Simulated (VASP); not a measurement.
Write the native input for VASP 6.6.1 that does the following.

```yaml
Task: single point
Functional: r2SCAN
Potentials_or_basis: VASP PAW PBE potentials, release 64 (Nb_sv)
Cutoff: 520 eV
k_mesh: 14 × 14 × 14
Occupations: fermi-dirac, width 0.1 eV
Spin: no spin polarisation
Dipole_correction: no
Further_INCAR_settings: ALGO = Normal; EDIFF = 1e-07; NBANDS = 12
```

Crystal: Nb.

```
Nb
1.0
    -1.64381    1.64381    1.64381
     1.64381   -1.64381    1.64381
     1.64381    1.64381   -1.64381
Nb
1
Direct
  0.00000 0.00000 0.00000
```

One way to write it, as run:

POSCAR

```
Nb
1.0
   -1.6438059488      1.6438059488      1.6438059488
    1.6438059488     -1.6438059488      1.6438059488
    1.6438059488      1.6438059488     -1.6438059488
Nb
1
Direct
    0.0000000000      0.0000000000      0.0000000000
```

INCAR.step1

```
PREC     = Accurate       # precision mode
ENCUT    = 520            # plane-wave cutoff, eV
ISMEAR   = -1             # smearing method
SIGMA    = 0.1            # smearing width, eV
LREAL    = F              # projectors in reciprocal space
LASPH    = T              # aspherical terms in the spheres
NELM     = 100            # most SCF steps
NBANDS   = 12             # bands
GGA      = PE             # functional
ALGO     = Normal         # electronic algorithm
EDIFF    = 1E-4           # SCF threshold, eV
LWAVE    = T              # write WAVECAR
LCHARG   = F              # write CHGCAR
```

INCAR.step2

```
PREC     = Accurate       # precision mode
ENCUT    = 520            # plane-wave cutoff, eV
EDIFF    = 1E-7           # SCF threshold, eV
ISMEAR   = -1             # smearing method
SIGMA    = 0.1            # smearing width, eV
LREAL    = F              # projectors in reciprocal space
LASPH    = T              # aspherical terms in the spheres
NELM     = 100            # most SCF steps
ALGO     = Normal         # electronic algorithm
ISIF     = 2              # what is computed and relaxed
LWAVE    = F              # write WAVECAR
LCHARG   = F              # write CHGCAR
METAGGA  = R2SCAN         # meta-GGA
LMIXTAU  = T            
NBANDS   = 12             # bands
ISTART   = 1
```

KPOINTS

```
regular mesh
0
Gamma
  14 14 14
```

Potentials or basis: VASP PAW PBE potentials, release 64 (Nb_sv).

Run with:

```console
$ cat potpaw_PBE.64/Nb_sv/POTCAR > POTCAR
$ cp INCAR.step1 INCAR
$ mpirun -np 1 vasp_std > vasp.out
$ cp INCAR.step2 INCAR
$ mpirun -np 1 vasp_std > vasp.out
```

It gave:

The pressure is 2.8 GPa.

Caveat: the PAW data sets were made with another functional, which shifts forces and pressure a little.

It took 58 s on 1 thread of Intel(R) Xeon(R) Platinum 8259CL CPU @ 2.50GHz (Skylake/Cascade Lake) (shared host), peak memory 0.16 GiB.
